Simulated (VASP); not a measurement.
# Cs (P6_3/mmc) in VASP: notebook

The runs below take Cs through relaxation of cell and atoms, with PBEsol.

Program: VASP 6.6.1. These are calculated values, not measurements. Logs are shortened: lines on timing, memory, paths and dates and some standing lists are left out, and cuts for length are marked.

### Step 1. The cell of the first run

It takes space group P6_3/mmc (No. 194, hexagonal). Conventional cell: a = 5.566 Å, b = 5.566 Å, c = 9.258 Å, α = 90.00°, β = 90.00°, γ = 120.00°.

This isn't the form of Cs at room conditions, which is bcc.

### Step 2. Relaxation of cell and atoms, PBEsol

The input, INCAR:

```
ALGO = Normal
EDIFF = 1E-7
EDIFFG = -0.01
ENCUT = 500
GGA = PS
GGA_COMPAT = False
IBRION = 2
ISIF = 3
ISMEAR = 0
LASPH = True
LCHARG = False
LREAL = False
LWAVE = False
NELM = 120
NELMIN = 4
NSW = 100
PREC = Accurate
SIGMA = 0.1
```

The input, KPOINTS:

```
k-points
0
Gamma
  12 12 6
```

The input, POSCAR:

```
Cs
1.0
    5.5663060538      0.0000000000      0.0000000000
   -2.7831530269      4.8205624479      0.0000000000
    0.0000000000      0.0000000000      9.2584789600
Cs
2
Direct
    0.3333333300      0.6666666700      0.2500000000
    0.6666666700      0.3333333300      0.7500000000
```

Potentials or basis: VASP PAW PBE potentials, release 64 (Cs_sv).

On the command line:

```bash
cat potpaw_PBE.64/Cs_sv/POTCAR > POTCAR
mpirun -np 1 vasp_std > vasp.out
```

OUTCAR:

```text
EDIFF = 1E-7
   EDIFFG = -0.01
   ENCUT = 500
   GGA = PS
   IBRION = 2
   ISIF = 3
   ISMEAR = 0
   LASPH = True
   LREAL = False
   NELM = 120
   NELMIN = 4
   NSW = 100
   PREC = Accurate

 ion  position               nearest neighbor table
   1  0.333  0.667  0.250-
   2  0.667  0.333  0.750-

  LATTYP: Found a hexagonal cell.
 ALAT       =     5.5663060538
 C/A-ratio  =     1.6633075635

  Lattice vectors:

 A1 = (   5.5663060538,   0.0000000000,   0.0000000000)
 A2 = (  -2.7831530269,   4.8205624479,   0.0000000000)
 A3 = (   0.0000000000,   0.0000000000,   9.2584789600)

Analysis of symmetry for initial positions (statically):
=====================================================================
 Subroutine PRICEL returns:
 Original cell was already a primitive cell.

 Routine SETGRP: Setting up the symmetry group for a
 hexagonal supercell.

 Subroutine GETGRP returns: Found 24 space group operations
 (whereof 12 operations were pure point group operations)
 out of a pool of 24 trial point group operations.

The static configuration has the point symmetry D_3d.
 The point group associated with its full space group is D_6h.

Analysis of symmetry for dynamics (positions and initial velocities):
=====================================================================
 Subroutine PRICEL returns:
 Original cell was already a primitive cell.

 Routine SETGRP: Setting up the symmetry group for a
 hexagonal supercell.

 Subroutine GETGRP returns: Found 24 space group operations
 (whereof 12 operations were pure point group operations)
 out of a pool of 24 trial point group operations.

The dynamic configuration has the point symmetry D_3d.
 The point group associated with its full space group is D_6h.

 Subroutine INISYM returns: Found 24 space group operations
 (whereof 12 operations are pure point group operations),
 and found     1 'primitive' translations

----------------------------------------------------------------------------------------

                                     Primitive cell

  volume of cell :     248.4302

  direct lattice vectors                    reciprocal lattice vectors
     5.566306054  0.000000000  0.000000000     0.179652357  0.103722336  0.000000000
    -2.783153027  4.820562448  0.000000000     0.000000000  0.207444673  0.000000000
     0.000000000  0.000000000  9.258478960     0.000000000  0.000000000  0.108009102

  length of vectors
     5.566306054  5.566306054  9.258478960     0.207444673  0.207444673  0.108009102

  position of ions in fractional coordinates (direct lattice)
     0.333333330  0.666666670  0.250000000
     0.666666670  0.333333330  0.750000000

  ion indices of the primitive-cell ions
   primitive index   ion index
                 1           1
                 2           2

----------------------------------------------------------------------------------------

 KPOINTS: k-points

Automatic generation of k-mesh.
 Grid dimensions read from file:
 generate k-points for:   12   12    6

 Generating k-lattice:

  Cartesian coordinates                     Fractional coordinates (reciprocal lattice)
     0.014971030  0.008643528  0.000000000     0.083333333  0.000000000  0.000000000
     0.000000000  0.017287056  0.000000000     0.000000000  0.083333333  0.000000000
     0.000000000  0.000000000  0.018001517     0.000000000  0.000000000  0.166666667

  Length of vectors
     0.017287056  0.017287056  0.018001517

  Shift w.r.t. Gamma in fractional coordinates (k-lattice)
     0.000000000  0.000000000  0.000000000

 Subroutine IBZKPT returns following result:
 ===========================================

 Found     76 irreducible k-points:

 Following reciprocal coordinates:
            Coordinates               Weight
  0.000000  0.000000  0.000000      1.000000
  0.083333  0.000000  0.000000      6.000000
  0.166667  0.000000  0.000000      6.000000
  0.250000 -0.000000  0.000000      6.000000
  0.333333  0.000000  0.000000      6.000000
  0.416667  0.000000  0.000000      6.000000
[... 16 lines left out ...]
  0.250000 -0.000000  0.166667     12.000000
  0.333333  0.000000  0.166667     12.000000
 [... further k-points ...]
   k-points           NKPTS =     76   k-points in BZ     NKDIM =     76   number of bands    NBANDS=     13
   number of dos      NEDOS =    301   number of ions     NIONS =      2
   total plane-waves  NPLWV = 123480
   dimension x,y,z NGX =    42 NGY =   42 NGZ =   70
   dimension x,y,z NGXF=    84 NGYF=   84 NGZF=  140
   ions per type =               2
   NGX,Y,Z   is equivalent  to a cutoff of  12.54, 12.54, 12.57 a.u.
   NGXF,Y,Z  is equivalent  to a cutoff of  25.09, 25.09, 25.14 a.u.
 SYSTEM =  unknown system
   PREC   = accura    normal or accurate (medium, high low for compatibility)
   ISTART =      0    job   : 0-new  1-cont  2-samecut
   ICHARG =      2    charge: 1-file 2-atom 10-const
   ISPIN  =      1    spin polarized calculation?
   LNONCOLLINEAR =      F non collinear calculations
   LSORBIT =      F    spin-orbit coupling
   LASPH  =      T    aspherical Exc in radial PAW
   ENCUT  =  500.0 eV  36.75 Ry    6.06 a.u.  10.15 10.15 16.88*2*pi/ulx,y,z
   NELM   =    120;   NELMIN=  4; NELMDL= -5     # of ELM steps
   EDIFF  = 0.1E-06   stopping-criterion for ELM
   LREAL  =      F    real-space projection
   EDIFFG = -.1E-01   stopping-criterion for IOM
   NSW    =    100    number of steps for IOM
   IBRION =      2    ionic relax: 0-MD 1-quasi-New 2-CG
   NFREE  =      1    steps in history (QN), initial steepest desc. (CG)
   ISIF   =      3    stress and relaxation
   ISYM   =      2    0-nonsym 1-usesym 2-fastsym
   POTIM  = 0.5000    time-step for ionic-motion
   TEBEG  =    0.0;   TEEND  =   0.0 temperature during run
   PSTRESS=    0.0 pullay stress
   NELECT =      18.0000    total number of electrons
   NUPDOWN=      -1.0000    fix difference up-down
   EMIN   =  10.00;   EMAX   =-10.00  energy-range for DOS
   EFERMI =   0.00;   METHOD = LEGACY
   ISMEAR =     0;   SIGMA  =   0.10  broadening in eV -4-tet -1-fermi 0-gaus
   EFERMI_NEDOS =   21; number of points for ismear=-14 and -15
   IALGO  =     38    algorithm
   IMIX   =      4    mixing-type and parameters
     AMIX     =   0.40;   BMIX     =  1.00
     AMIX_MAG =   1.60;   BMIX_MAG =  1.00
  volume/ion in A,a.u.               =     124.22       838.24
  Fermi-wavevector in a.u.,A,eV,Ry     =   0.682492  1.289723  6.337529  0.465795
  Thomas-Fermi vector in A             =   1.761581
   LORBIT       =      0    0 simple, 1 ext, 2 COOP (PROOUT), +10 PAW based schemes
   GGA     = PS    functional components
   LHFCALC =     F    Hartree Fock is set to
   AEXX    =    0.0000 exact exchange contribution
   IVDW    =     0    specifies the selected vdW correction
   LEPSILON=     F    determine dielectric tensor
   LRPA    =     F    only Hartree local field effects (RPA)
 conjugate gradient relaxation of ions
 non-spin polarized calculation
 Gauss-broadening in eV      SIGMA  =   0.10
  energy-cutoff  :      500.00
  volume of cell :      248.43
 maximum number of plane-waves:      6339
 NGX is ok and might be reduce to    42

--------------------------------------- Ionic step        1  -------------------------------------------

 number of electron      18.0000000 magnetization

 Free energy of the ion-electron system (eV)
  ---------------------------------------------------
  ext. energy  EPLUGINS =         0.00000000
  ---------------------------------------------------
  free energy    TOTEN  =        -1.86919485 eV

  energy without entropy =       -1.85576977  energy(sigma->0) =       -1.86248231

------------------------ aborting loop because EDIFF is reached ----------------------------------------

  FORCE on cell =-STRESS in cart. coord.  units (eV):
  Direction    XX          YY          ZZ          XY          YZ          ZX
  --------------------------------------------------------------------------------------
  -------------------------------------------------------------------------------------
  Total       -0.3064436     -0.3064436     -0.3981310     -0.0000000      0.0000000      0.0000000
  in kB       -1.9763175     -1.9763175     -2.5676284     -0.0000000      0.0000000      0.0000000
  external PRESSURE =      -2.1734211 kB  Pullay stress =       0.0000000 kB
[... 237 lines left out ...]
  energy  without entropy=       -1.8785998355  energy(sigma->0) =       -1.88568398

--------------------------------------- Ionic step        8  -------------------------------------------

 number of electron      17.9999997 magnetization

 Free energy of the ion-electron system (eV)
  ---------------------------------------------------
  ext. energy  EPLUGINS =         0.00000000
  ---------------------------------------------------
  free energy    TOTEN  =        -1.89293979 eV

  energy without entropy =       -1.87888100  energy(sigma->0) =       -1.88591040

 E-fermi :   0.4999     XC(G=0):  -5.6207

 val. band max:        0.4972641824   @ k =   0.1667   0.0000   0.1667
 cond. band min:       0.5007907258   @ k =   0.5000  -0.0000   0.1667
 fundamental gap:      0.0035265434
 Fermi energy:         0.4998828601

 k-point     1 :       0.0000    0.0000    0.0000
  band No.  band energies     occupation
      1     -23.2987      2.00000
      2     -23.2906      2.00000
      3     -10.1769      2.00000
      4     -10.0341      2.00000
      5     -10.0341      2.00000
      6     -10.0112      2.00000
      7     -10.0112      2.00000
      8     -10.0096      2.00000
      9      -1.2316      2.00000
     10       0.4603      1.42476
     11       1.3428      0.00000
     12       2.9272      0.00000
     13       2.9272      0.00000
[... 353 lines left out ...]
 k-point    24 :       0.3333    0.0000    0.1667
  band No.  band energies     occupation
      1     -23.2928      2.00000
      2     -23.2888      2.00000
      3     -10.1439      2.00000
      4     -10.1148      2.00000
      5     -10.1016      2.00000
      6     -10.0601      2.00000
      7     -10.0335      2.00000
      8     -10.0296      2.00000
      9      -0.1991      2.00000
     10       0.9479      0.00000
     11       1.4975      0.00000
     12       1.6374      0.00000
     13       2.3984      0.00000

 [... further k-points ...]

------------------------ aborting loop because EDIFF is reached ----------------------------------------

  FORCE on cell =-STRESS in cart. coord.  units (eV):
  Direction    XX          YY          ZZ          XY          YZ          ZX
  --------------------------------------------------------------------------------------
  -------------------------------------------------------------------------------------
  Total        0.0080586      0.0080586     -0.0099466      0.0000000     -0.0000000      0.0000000
  in kB        0.0593057      0.0593057     -0.0732004      0.0000000     -0.0000000      0.0000000
  external PRESSURE =       0.0151370 kB  Pullay stress =       0.0000000 kB
[... 17 lines left out ...]
  FREE ENERGIE OF THE ION-ELECTRON SYSTEM (eV)
  ---------------------------------------------------
  free  energy   TOTEN  =        -1.8929397902 eV

  energy  without entropy=       -1.8788810046  energy(sigma->0) =       -1.88591040

 reached required accuracy - stopping structural energy minimisation
```

Wall time 31 min (1 thread of Oxide Virtual Turin-like, shared host); peak memory 0.46 GiB.

Results:

```
Free energy                           : -1.8929 eV
Relaxed volume                        : 108.85 Å³/atom
Relaxed cell                          : a = 5.368 Å, b = 5.368 Å, c = 8.725 Å, α = 90.00°, β = 90.00°, γ = 120.00°
Space group after relaxing (to 0.1 Å) : P6_3/mmc (No. 194)
Energy gained by relaxing             : 11.9 meV/atom
Ionic steps                           : 8
Pressure after relaxing               : 0.0 GPa
Band gap on the k mesh                : zero (bands 9 and 10 overlap by 1.89 eV)
```

Step by step:
```
step  energy change (eV)  largest force (eV/Å)  pressure (GPa)  volume (Å³)
   1              0.0000                0.0000           -0.22       248.43
   2             -0.0077                0.0000           -0.18       242.42
   3             -0.0217                0.0000           -0.07       225.51
   4             -0.0039                0.0000            0.29       194.06
   5             -0.0235                0.0000            0.00       218.29
   6             -0.0235                0.0000            0.00       217.57
   7             -0.0236                0.0000            0.01       217.60
   8             -0.0237                0.0000            0.00       217.71
```

Final structure:
```cif
data_structure
_symmetry_space_group_name_H-M 'P 1'
_symmetry_Int_Tables_number 1
_cell_length_a 5.3676
_cell_length_b 5.3676
_cell_length_c 8.7252
_cell_angle_alpha 90.000
_cell_angle_beta 90.000
_cell_angle_gamma 120.000
_cell_volume 217.71
loop_
_atom_site_label
_atom_site_type_symbol
_atom_site_fract_x
_atom_site_fract_y
_atom_site_fract_z
_atom_site_occupancy
Cs1 Cs 0.33333 0.66667 0.25000 1
Cs2 Cs 0.66667 0.33333 0.75000 1
```

Levels at points of the mesh, in eV from the Fermi level:
```csv
k point,band 7,band 8,band 9,band 10,band 11,band 12
"(0.00, 0.00, 0.00)",-10.51,-10.51,-1.73,-0.04,0.84,2.43
"(0.50, 0.00, 0.00)",-10.55,-10.53,-0.02,0.36,0.77,0.97
"(0.00, 0.00, 0.50)",-10.52,-10.52,-1.08,-1.08,1.67,1.67
"(0.50, 0.00, 0.50)",-10.55,-10.55,0.15,0.15,0.98,0.98
```

Caveat: the PAW data sets were made with another functional, which shifts forces and pressure a little; spin-orbit coupling is left out, which moves the levels of the heavy elements.

### Step 3. Relaxation of cell and atoms, PBEsol

This run uses another cell than the first one: it holds 4 atoms, not 2.

The input, INCAR:

```
SYSTEM = Cs
PREC = Accurate ; ENCUT = 500
EDIFF = 1E-7 ; ISMEAR = 0
SIGMA = 0.1 ; LREAL = .False.
LASPH = .True. ; NELM = 120
ALGO = Normal ; ISIF = 3
LWAVE = .False. ; LCHARG = .False.
GGA = PS ; IBRION = 2
NSW = 100 ; EDIFFG = -0.01
GGA_COMPAT = .False. ; NELMIN = 4
```

The input, KPOINTS:

```
regular mesh
0
Gamma
  9 9 4
  0 0 0
```

The input, POSCAR:

```
Cs
1.0
    5.5659085693      0.0000000000      0.0000000000
   -2.7829542847      4.8202182162      0.0000000000
    0.0000000000      0.0000000000     18.5215751700
Cs
4
Direct
    0.0000000000      0.0000000000      0.0000000000
    0.3333333300      0.6666666700      0.2500000000
    0.0000000000      0.0000000000      0.5000000000
    0.6666666700      0.3333333300      0.7500000000
```

Potentials or basis: VASP PAW PBE potentials, release 64 (Cs_sv).

On the command line:

```bash
cat potpaw_PBE.64/Cs_sv/POTCAR > POTCAR
mpirun -np 1 vasp_std > vasp.out
```

It took 17 min on 1 thread of Oxide Virtual Turin-like, shared host; peak memory 0.71 GiB.

It converged, with:

```yaml
Free_energy: -3.7912 eV
Relaxed_volume: 108.04 Å³/atom
Relaxed_cell: a = 5.317 Å, b = 5.317 Å, c = 17.649 Å, α = 90.00°, β = 90.00°, γ = 120.00°
Space_group_after_relaxing_to_0.1_Å: P6_3/mmc (No. 194)
Energy_gained_by_relaxing: 12.2 meV/atom
Ionic_steps: 4
Pressure_after_relaxing: 0.0 GPa
Band_gap_on_the_k_mesh: zero (bands 18 and 19 overlap by 1.82 eV)
```

Step by step:
```csv
step,energy change (eV),largest force (eV/Å),pressure (GPa),volume (Å³)
1,0.0000,0.0000,-0.22,496.91
2,-0.0161,0.0000,-0.19,484.53
3,-0.0457,0.0000,-0.07,448.84
4,-0.0489,0.0000,0.01,432.18
```

Final structure:
```
CELL_PARAMETERS angstrom
5.31742 0.00000 0.00000
-2.65871 4.60502 0.00000
0.00000 0.00000 17.64949
ATOMIC_POSITIONS crystal
Cs 0.00000 0.00000 0.00000
Cs 0.33333 0.66667 0.25000
Cs 0.00000 0.00000 0.50000
Cs 0.66667 0.33333 0.75000
```

Levels at points of the mesh, in eV from the Fermi level:
| k point | band 14 | band 15 | band 16 | band 17 | band 18 | band 19 | band 20 | band 21 | band 22 |
| --- | --- | --- | --- | --- | --- | --- | --- | --- | --- |
| (0.00, 0.00, 0.00) | -10.53 | -10.53 | -10.53 | -1.76 | -1.13 | -1.13 | -0.10 | 0.77 | 1.59 |
| (0.00, 0.00, 0.50) | -10.53 | -10.53 | -10.53 | -1.59 | -1.59 | -0.50 | -0.50 | 1.08 | 1.08 |

Caveat: the PAW data sets were made with another functional, which shifts forces and pressure a little; spin-orbit coupling is left out, which moves the levels of the heavy elements.

The gap in the log of VASP goes by the Fermi energy; the results here count the filled bands.